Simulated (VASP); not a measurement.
A run of VASP 6.6.1:

File INCAR:

```
SYSTEM = BP
PREC = Accurate
ENCUT = 520
EDIFF = 1E-7
ISMEAR = 0
SIGMA = 0.02
LREAL = .False.
LASPH = .True.
NELM = 100
ALGO = Normal
ISIF = 2
LWAVE = .False.
LCHARG = .True.
GGA = PS
LELF = .True.
LVHAR = .True.
NBANDS = 16
```

The input KPOINTS:

```
Automatic mesh
0
Gamma
  8 8 6
  0 0 0
```

The input POSCAR:

```
BP
1.0
    2.3618052839      2.3618052839      0.0000000000
   -2.3618052839      2.3618052839      0.0000000000
    0.0000000000      0.0000000000      4.3981560599
B P
2 2
Direct
    0.0000000000      0.0000000000      0.0000000000
    0.5000000000      0.5000000000      0.5000000000
    0.5000000000      0.0000000000      0.7500000000
    0.0000000000      0.5000000000      0.2500000000
```

Potentials or basis: VASP PAW PBE potentials, release 64 (B, P).

Launch:

```bash
$ cat potpaw_PBE.64/B/POTCAR potpaw_PBE.64/P/POTCAR > POTCAR
$ mpirun -np 1 vasp_std > vasp.out
```

Hardware: 1 thread of Intel(R) Xeon(R) Platinum 8488C (Sapphire Rapids), on a shared host.

Q: Estimate the wall time of this run.

A: It took 38 s on 1 thread of Intel(R) Xeon(R) Platinum 8488C (Sapphire Rapids), on a shared host, peak memory 0.18 GiB. Counts: scf iterations 13, k points 60.
